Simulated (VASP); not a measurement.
# Al3Zn2GaO8 in VASP: single point with PBEsol

Aim: the single point of Al3Zn2GaO8 with PBEsol.

Everything below comes from runs of VASP 6.6.1. Logs are shortened: lines on timing, memory, paths and dates and some standing lists are left out, and cuts for length are marked.

**1. The cell of the first run**

The cell holds an amorphous packing of atoms, 56 atoms: a = 8.553 Å, b = 8.553 Å, c = 8.553 Å, α = 90.00°, β = 90.00°, γ = 90.00°.

**2. Single point, PBEsol**

File INCAR:

```
SYSTEM = Al3Zn2GaO8
PREC = Accurate
ENCUT = 520
EDIFF = 1E-7
ISMEAR = -1
SIGMA = 0.05
LREAL = Auto
LASPH = .True.
NELM = 100
ALGO = Normal
ISIF = 2
LWAVE = .False.
LCHARG = .False.
GGA = PS
NBANDS = 222
```

File KPOINTS:

```
Automatic mesh
0
Gamma
  1 1 1
  0 0 0
```

File POSCAR:

```
Al3Zn2GaO8
1.0
    8.5529150000      0.0000000000      0.0000000000
    0.0000000000      8.5529150000      0.0000000000
    0.0000000000      0.0000000000      8.5529150000
Zn Al O Ga
8 12 32 4
Direct
    0.8372480000      0.2140360000      0.3967410000
    0.3596260000      0.8297590000      0.2929080000
    0.2137690000      0.5513290000      0.0206640000
    0.1809300000      0.1443350000      0.2802190000
    0.8663220000      0.0002560000      0.8553580000
    0.6460520000      0.8859420000      0.1162870000
    0.5258890000      0.0227210000      0.5168520000
    0.9772870000      0.7027210000      0.7014720000
    0.5316710000      0.1834360000      0.2045120000
    0.5577020000      0.5372400000      0.9816450000
    0.9930920000      0.8911050000      0.2499020000
    0.8882270000      0.6835150000      0.0068700000
    0.2555120000      0.8731070000      0.9761150000
    0.4874340000      0.6292660000      0.5795440000
    0.3556160000      0.3047560000      0.5469640000
    0.3543880000      0.4903380000      0.3044730000
    0.4674990000      0.1153260000      0.8536320000
    0.7479760000      0.4183040000      0.6969630000
    0.0364330000      0.5238910000      0.2889240000
    0.5792110000      0.8001710000      0.8182530000
    0.4596420000      0.2985780000      0.3618820000
    0.7324460000      0.2158650000      0.1764120000
    0.4152100000      0.1616780000      0.0417380000
    0.8744560000      0.8848740000      0.0785150000
    0.1741130000      0.3621080000      0.3027150000
    0.2094160000      0.6449230000      0.2565420000
    0.9824730000      0.4984920000      0.0714370000
    0.4038450000      0.4681160000      0.0945980000
    0.9930310000      0.9182620000      0.6782880000
    0.4906580000      0.2056270000      0.6678730000
    0.1796710000      0.2209650000      0.6192850000
    0.2963540000      0.9915540000      0.4493130000
    0.1809450000      0.9427630000      0.1568180000
    0.4512290000      0.7977580000      0.0100530000
    0.5038060000      0.6511700000      0.3540830000
    0.3257990000      0.5063850000      0.5366100000
    0.6715820000      0.5384750000      0.5558600000
    0.7789990000      0.7238020000      0.8343180000
    0.5305290000      0.8294250000      0.6200360000
    0.7026420000      0.6254350000      0.1129350000
    0.5553530000      0.9916150000      0.2911230000
    0.9231110000      0.7127950000      0.3357110000
    0.8653720000      0.4289730000      0.3501370000
    0.9849110000      0.0551070000      0.3659400000
    0.8153320000      0.2316590000      0.6267300000
    0.9511850000      0.4878150000      0.7205000000
    0.9771890000      0.1952230000      0.9166970000
    0.6885020000      0.3901280000      0.8974630000
    0.1091760000      0.7268030000      0.9258480000
    0.6385930000      0.9970300000      0.8750530000
    0.4892080000      0.6022840000      0.7965310000
    0.3006480000      0.9864460000      0.8095730000
    0.1796630000      0.9997090000      0.6253680000
    0.8481040000      0.3234650000      0.0364800000
    0.7242800000      0.5941830000      0.3429610000
    0.0085890000      0.2821560000      0.7197650000
```

Potentials or basis: VASP PAW PBE potentials, release 64 (Zn, Al, O, Ga_d).

Launch:

```console
$ cat potpaw_PBE.64/Zn/POTCAR potpaw_PBE.64/Al/POTCAR potpaw_PBE.64/O/POTCAR potpaw_PBE.64/Ga_d/POTCAR > POTCAR
$ mpirun -np 1 vasp_gam > vasp.out
```

OUTCAR:

```text
SYSTEM = Al3Zn2GaO8
   PREC = Accurate
   ENCUT = 520
   EDIFF = 1E-7
   ISMEAR = -1
   LREAL = Auto
   LASPH = .True.
   NELM = 100
   ISIF = 2
   GGA = PS

 ion  position               nearest neighbor table
   1  0.837  0.214  0.397-  44 1.87  43 1.90  45 1.98  22 2.09   9 3.10  18 3.20
   2  0.360  0.830  0.293-  32 2.00  35 2.03  26 2.06  33 2.15  41 2.17  13 2.88   7 2.90  16 2.91
                             6 2.92  14 3.19  11 3.20
   3  0.214  0.551  0.021-  28 1.88  49 1.93  27 2.08  26 2.17  16 2.76  19 2.76  13 2.80  10 2.96
                            12 3.01
   4  0.181  0.144  0.280-  25 1.87  44 1.98  33 2.02  32 2.18  11 2.71  15 3.05   9 3.09
   5  0.866  0.000  0.855-  50 1.96  47 1.99  29 1.99  24 2.15  38 2.49  56 2.94  12 3.01  20 3.01
                             8 3.02
   6  0.646  0.886  0.116-  41 1.91  24 1.98  34 2.04  50 2.27  40 2.28  20 2.71   9 2.83  12 2.86
                             2 2.92  11 3.18
   7  0.526  0.023  0.517-  39 1.87  41 1.97  30 2.05  32 2.06  15 2.83   2 2.90   9 3.00  17 3.03

   8  0.977  0.703  0.701-  46 1.86  29 1.86  38 2.05  49 2.24  12 2.73   5 3.02  18 3.12
   9  0.532  0.183  0.205-  23 1.72  22 1.76  21 1.78  41 1.81   6 2.83   7 3.00   4 3.09   1 3.10
                            17 3.11  16 3.15
  10  0.558  0.537  0.982-  28 1.74  51 1.78  48 1.83  40 1.83  34 2.42  20 2.65   3 2.96  12 3.10
                            18 3.10  54 3.12  16 3.29
  11  0.993  0.891  0.250-  44 1.72  24 1.78  42 1.80  33 1.85   4 2.71  12 2.88  19 3.18   6 3.18
                             2 3.20  13 3.25
  12  0.888  0.684  0.007-  38 1.78  24 1.83  27 1.86  40 1.89  49 2.05   8 2.73   6 2.86  11 2.88
                             3 3.01   5 3.01  19 3.05  10 3.10  54 3.11  20 3.25
  13  0.256  0.873  0.976-  52 1.77  33 1.77  34 1.82  49 1.82   3 2.80   2 2.88  17 2.95  20 3.14
                            11 3.25
  14  0.487  0.629  0.580-  37 1.77  36 1.77  39 1.79  51 1.87  35 1.94  20 2.63  16 2.87  55 2.88
                            15 3.01  18 3.04   2 3.19
  15  0.356  0.305  0.547-  36 1.75  30 1.77  31 1.78  21 1.82  16 2.61  25 2.65   7 2.83  14 3.01
                             4 3.05  53 3.09  17 3.23
  16  0.354  0.490  0.304-  28 1.85  26 1.86  25 1.89  35 1.92  21 1.93  36 2.01  15 2.61  19 2.74
                             3 2.76  14 2.87   2 2.91   9 3.15  10 3.29
  17  0.467  0.115  0.854-  23 1.72  30 1.78  50 1.79  52 1.84  20 2.88  13 2.95   7 3.03   9 3.11
                            15 3.23
  18  0.748  0.418  0.697-  37 1.71  45 1.80  48 1.80  46 1.85  56 2.52  14 3.04  10 3.10   8 3.12
                            54 3.13   1 3.20
  19  0.036  0.524  0.289-  43 1.75  25 1.82  26 1.83  42 1.93  27 1.93  16 2.74   3 2.76  55 2.78
                            12 3.05  11 3.18
  20  0.579  0.800  0.818-  39 1.76  50 1.82  38 1.83  51 1.87  34 1.97  14 2.63  10 2.65   6 2.71
                            17 2.88   5 3.01  13 3.14  12 3.25
  21  0.460  0.299  0.362-   9 1.78  15 1.82  16 1.93
  22  0.732  0.216  0.176-   9 1.76  54 1.80   1 2.09
  23  0.415  0.162  0.042-  17 1.72   9 1.72
  24  0.874  0.885  0.079-  11 1.78  12 1.83   6 1.98   5 2.15
  25  0.174  0.362  0.303-  19 1.82   4 1.87  16 1.89  15 2.65
  26  0.209  0.645  0.257-  19 1.83  16 1.86   2 2.06   3 2.17
  27  0.982  0.498  0.071-  12 1.86  54 1.91  19 1.93   3 2.08
  28  0.404  0.468  0.095-  10 1.74  16 1.85   3 1.88
  29  0.993  0.918  0.678-  53 1.80   8 1.86   5 1.99
  30  0.491  0.206  0.668-  15 1.77  17 1.78   7 2.05
  31  0.180  0.221  0.619-  56 1.78  15 1.78  53 1.89
  32  0.296  0.992  0.449-  53 1.81   2 2.00   7 2.06   4 2.18
  33  0.181  0.943  0.157-  13 1.77  11 1.85   4 2.02   2 2.15
  34  0.451  0.798  0.010-  13 1.82  20 1.97   6 2.04  10 2.42
  35  0.504  0.651  0.354-  16 1.92  14 1.94  55 1.95   2 2.03
  36  0.326  0.506  0.537-  15 1.75  14 1.77  16 2.01
  37  0.672  0.538  0.556-  18 1.71  14 1.77  55 1.94
  38  0.779  0.724  0.834-  12 1.78  20 1.83   8 2.05   5 2.49
  39  0.531  0.829  0.620-  20 1.76  14 1.79   7 1.87
  40  0.703  0.625  0.113-  10 1.83  12 1.89  55 1.99   6 2.28
  41  0.555  0.992  0.291-   9 1.81   6 1.91   7 1.97   2 2.17
  42  0.923  0.713  0.336-  11 1.80  19 1.93  55 1.98
  43  0.865  0.429  0.350-  19 1.75  55 1.86   1 1.90
  44  0.985  0.055  0.366-  11 1.72   1 1.87   4 1.98
  45  0.815  0.232  0.627-  18 1.80  56 1.88   1 1.98
  46  0.951  0.488  0.721-  56 1.83  18 1.85   8 1.86
  47  0.977  0.195  0.917-  56 1.86  54 1.86   5 1.99
  48  0.689  0.390  0.897-  18 1.80  10 1.83  54 1.90
  49  0.109  0.727  0.926-  13 1.82   3 1.93  12 2.05   8 2.24
  50  0.639  0.997  0.875-  17 1.79  20 1.82   5 1.96   6 2.27
  51  0.489  0.602  0.797-  10 1.78  20 1.87  14 1.87
[... 183 lines left out ...]
 Grid dimensions read from file:
 generate k-points for:    1    1    1

 Generating k-lattice:

  Cartesian coordinates                     Fractional coordinates (reciprocal lattice)
     0.116919202  0.000000000  0.000000000     1.000000000  0.000000000  0.000000000
     0.000000000  0.116919202  0.000000000     0.000000000  1.000000000  0.000000000
     0.000000000  0.000000000  0.116919202     0.000000000  0.000000000  1.000000000

  Length of vectors
     0.116919202  0.116919202  0.116919202

  Shift w.r.t. Gamma in fractional coordinates (k-lattice)
     0.000000000  0.000000000  0.000000000

 Subroutine IBZKPT returns following result:
 ===========================================

 Found      1 irreducible k-points:

 Following reciprocal coordinates:
            Coordinates               Weight
  0.000000  0.000000  0.000000      1.000000
   k-points           NKPTS =      1   k-points in BZ     NKDIM =      1   number of bands    NBANDS=    222
   number of dos      NEDOS =    301   number of ions     NIONS =     56
   total plane-waves  NPLWV = 262144
   dimension x,y,z NGX =    64 NGY =   64 NGZ =   64
   dimension x,y,z NGXF=   128 NGYF=  128 NGZF=  128
   ions per type =               8  12  32   4
   NGX,Y,Z   is equivalent  to a cutoff of  12.44, 12.44, 12.44 a.u.
   NGXF,Y,Z  is equivalent  to a cutoff of  24.88, 24.88, 24.88 a.u.
 SYSTEM =  Al3Zn2GaO8
   PREC   = accura    normal or accurate (medium, high low for compatibility)
   ISTART =      0    job   : 0-new  1-cont  2-samecut
   ICHARG =      2    charge: 1-file 2-atom 10-const
   ISPIN  =      1    spin polarized calculation?
   LNONCOLLINEAR =      F non collinear calculations
   LSORBIT =      F    spin-orbit coupling
   LASPH  =      T    aspherical Exc in radial PAW
   ENCUT  =  520.0 eV  38.22 Ry    6.18 a.u.  15.90 15.90 15.90*2*pi/ulx,y,z
   NELM   =    100;   NELMIN=  2; NELMDL= -5     # of ELM steps
   EDIFF  = 0.1E-06   stopping-criterion for ELM
   LREAL  =      T    real-space projection
   EDIFFG = 0.1E-05   stopping-criterion for IOM
   NSW    =      0    number of steps for IOM
   IBRION =     -1    ionic relax: 0-MD 1-quasi-New 2-CG
   NFREE  =      0    steps in history (QN), initial steepest desc. (CG)
   ISIF   =      2    stress and relaxation
   ISYM   =      2    0-nonsym 1-usesym 2-fastsym
   POTIM  = 0.5000    time-step for ionic-motion
   TEBEG  =    0.0;   TEEND  =   0.0 temperature during run
   PSTRESS=    0.0 pullay stress
   NELECT =     376.0000    total number of electrons
   NUPDOWN=      -1.0000    fix difference up-down
   EMIN   =  10.00;   EMAX   =-10.00  energy-range for DOS
   EFERMI =   0.00;   METHOD = LEGACY
   ISMEAR =    -1;   SIGMA  =   0.05  broadening in eV -4-tet -1-fermi 0-gaus
   EFERMI_NEDOS =   21; number of points for ismear=-14 and -15
   IALGO  =     38    algorithm
   IMIX   =      4    mixing-type and parameters
     AMIX     =   0.40;   BMIX     =  1.00
     AMIX_MAG =   1.60;   BMIX_MAG =  1.00
  volume/ion in A,a.u.               =      11.17        75.40
  Fermi-wavevector in a.u.,A,eV,Ry     =   1.381518  2.610691 25.967979  1.908593
  Thomas-Fermi vector in A             =   2.506295
   LORBIT       =      0    0 simple, 1 ext, 2 COOP (PROOUT), +10 PAW based schemes
   GGA     = PS    functional components
   LHFCALC =     F    Hartree Fock is set to
   AEXX    =    0.0000 exact exchange contribution
   IVDW    =     0    specifies the selected vdW correction
   LEPSILON=     F    determine dielectric tensor
   LRPA    =     F    only Hartree local field effects (RPA)
 non-spin polarized calculation
  energy-cutoff  :      520.00
  volume of cell :      625.67
 maximum number of plane-waves:      8416
 NGX is ok and might be reduce to    64
   NGX = 31   NGY = 31   NGZ = 31

 number of electron     375.9999975 magnetization

 Free energy of the ion-electron system (eV)
  ---------------------------------------------------
  ext. energy  EPLUGINS =         0.00000000
  ---------------------------------------------------
  free energy    TOTEN  =      -363.78484735 eV

  energy without entropy =     -363.78484735  energy(sigma->0) =     -363.78484735

 E-fermi :   4.0404     XC(G=0): -10.8003

 val. band max:        2.9370617042   @ k =   0.0000   0.0000   0.0000
 cond. band min:       5.1300112964   @ k =   0.0000   0.0000   0.0000
 fundamental gap:      2.1929495922
 Fermi energy:         4.0404324891

 k-point     1 :       0.0000    0.0000    0.0000
  band No.  band energies     occupation
      1     -16.0826      2.00000
      2     -15.8448      2.00000
      3     -15.4586      2.00000
      4     -15.3572      2.00000
      5     -15.3413      2.00000
      6     -15.1337      2.00000
[... 192 lines left out ...]
    199       9.1791      0.00000
    200       9.3139      0.00000
 [bands above 200 left out]

------------------------ aborting loop because EDIFF is reached ----------------------------------------

  FORCE on cell =-STRESS in cart. coord.  units (eV):
  Direction    XX          YY          ZZ          XY          YZ          ZX
  --------------------------------------------------------------------------------------
  -------------------------------------------------------------------------------------
  Total        8.0231223     19.6437755     11.4078595     -5.7553906     -1.2853296      0.0965825
  in kB       20.5452546     50.3029061     29.2127389    -14.7381482     -3.2914149      0.2473242
  external PRESSURE =      33.3536332 kB  Pullay stress =       0.0000000 kB

 VOLUME and BASIS-vectors are now :
 -----------------------------------------------------------------------------
  energy-cutoff  :      520.00
  volume of cell :      625.67
      direct lattice vectors                 reciprocal lattice vectors
     8.552915000  0.000000000  0.000000000     0.116919202  0.000000000  0.000000000
     0.000000000  8.552915000  0.000000000     0.000000000  0.116919202  0.000000000
     0.000000000  0.000000000  8.552915000     0.000000000  0.000000000  0.116919202

 POSITION                                       TOTAL-FORCE (eV/Angst)
 -----------------------------------------------------------------------------------
      7.16091      1.83063      3.39329        -0.041297     -0.036531      0.008706
      3.07585      7.09686      2.50522         0.008594     -0.000308     -0.018609
      1.82835      4.71547      0.17674         0.011844     -0.041846     -0.034657
      1.54748      1.23448      2.39669         0.045618     -0.009779     -0.012527
      7.40958      0.00219      7.31580         0.013514     -0.002095     -0.001221
      5.52563      7.57739      0.99459         0.011073      0.002572      0.004688
[... 48 lines left out ...]
      6.19471      5.08200      2.93332         0.002162      0.000386      0.002727
      0.07346      2.41326      6.15609         0.044853     -0.000456     -0.001380
 -----------------------------------------------------------------------------------
    total drift:                                0.010783     -0.002891     -0.014946

  FREE ENERGIE OF THE ION-ELECTRON SYSTEM (eV)
  ---------------------------------------------------
  free  energy   TOTEN  =      -363.7848473523 eV

  energy  without entropy=     -363.7848473507  energy(sigma->0) =     -363.78484735
```

Run time: 5.6 min. Hardware: 1 thread of AMD EPYC 7R13 (Zen 3), shared host; peak memory 0.56 GiB.

Results:

| Quantity | Value |
| --- | --- |
| Free energy | -363.7848 eV |
| Pressure | 3.3 GPa |
| Largest force | 0.091 eV/Å |
| Band gap on the k mesh | 2.19 eV |

Forces in eV/Å, atoms in the order of the input:
```
Zn  -0.041 -0.037  0.009
Zn   0.009  0.000 -0.019
Zn   0.012 -0.042 -0.035
Zn   0.046 -0.010 -0.013
Zn   0.014 -0.002 -0.001
Zn   0.011  0.003  0.005
Zn   0.049  0.043  0.004
Zn   0.023 -0.003 -0.056
Al   0.010  0.018  0.030
Al   0.003 -0.028 -0.012
Al   0.008 -0.016  0.010
Al   0.032 -0.005 -0.004
Al  -0.026 -0.011  0.007
Al  -0.015  0.020  0.025
Al  -0.021 -0.020 -0.004
Al   0.016 -0.017  0.005
Al   0.016  0.002 -0.043
Al  -0.026 -0.005  0.030
Al   0.014  0.017 -0.003
Al   0.006 -0.012 -0.015
O   -0.002  0.019 -0.002
O   -0.003  0.018 -0.019
O   -0.044  0.008  0.013
O    0.044 -0.019 -0.004
O    0.021  0.062  0.009
O   -0.025  0.024  0.014
O   -0.041  0.000  0.015
O    0.065 -0.040  0.050
O    0.041  0.060 -0.039
O    0.001  0.033  0.021
O   -0.001  0.026  0.014
O   -0.037  0.023  0.018
O   -0.018 -0.026 -0.028
O   -0.028 -0.015 -0.026
O    0.006 -0.026  0.001
O   -0.016  0.031 -0.011
O   -0.011  0.002 -0.025
O   -0.067 -0.015  0.017
O   -0.011 -0.038  0.022
O    0.010 -0.026 -0.006
O   -0.013  0.034  0.010
O    0.016 -0.010 -0.012
O   -0.009  0.043 -0.006
O   -0.003 -0.043  0.032
O   -0.021 -0.029  0.019
O    0.015 -0.053  0.002
O    0.034  0.034  0.023
O   -0.010  0.016 -0.013
O   -0.034  0.058 -0.007
O   -0.040  0.010  0.003
O   -0.003 -0.010  0.001
O    0.012  0.010 -0.004
Ga  -0.014 -0.023 -0.016
Ga   0.001 -0.032  0.011
Ga   0.002  0.000  0.003
Ga   0.045  0.000 -0.001
```

Levels at points of the mesh, in eV from the valence-band top:
```csv
k point,band 184,band 185,band 186,band 187,band 188,band 189,band 190,band 191,band 192,band 193
"(0.00, 0.00, 0.00)",-0.38,-0.25,-0.16,-0.06,0.00,2.19,4.32,4.51,4.84,5.01
```

Caveat: the k points lie up to 0.73 Å⁻¹ apart; the PAW data sets were made with another functional, which shifts forces and pressure a little.
